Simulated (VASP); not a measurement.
Here is a VASP 6.6.1 calculation.

File INCAR:

```
ALGO = Fast
EDIFF = 1E-6
ENCUT = 520
GGA = PS
ISIF = 2
ISMEAR = 0
LASPH = True
LCHARG = True
LELF = True
LREAL = False
LVHAR = True
LWAVE = False
NBANDS = 34
NELM = 60
PREC = Accurate
SIGMA = 0.1
```

The input KPOINTS:

```
k-points
0
Gamma
  6 6 4
```

POSCAR

```
Ga
1.0
    2.2160233300     -3.7989918400      0.0000000000
    2.2160233300      3.7989918400      0.0000000000
    0.0000000000      0.0000000000      4.5555035300
Ga
4
Direct
    0.6556957200      0.3443042800      0.4154013900
    0.8443042800      0.1556957200      0.9154013900
    0.3443042800      0.6556957200      0.5845986100
    0.1556957200      0.8443042800      0.0845986100
```

Potentials or basis: VASP PAW PBE potentials, release 64 (Ga_d).

Launch:

```bash
$ cat potpaw_PBE.64/Ga_d/POTCAR > POTCAR
$ mpirun -np 1 vasp_std > vasp.out
```

**Question.** What does it give for the band gap on the k mesh?

**Answer.** Zero (bands 26 and 27 overlap by 1.04 eV).

**Question.** What does it give for the pressure?

**Answer.** -0.5 GPa.

**Question.** What does it give for the largest force?

**Answer.** 0.021 eV/Å.

Forces on the atoms (eV/Å):
```
Ga   0.000 -0.021  0.000
Ga   0.000  0.021  0.000
Ga   0.000  0.021  0.000
Ga   0.000 -0.021  0.000
```

Caveat: the PAW data sets were made with another functional, which shifts forces and pressure a little.
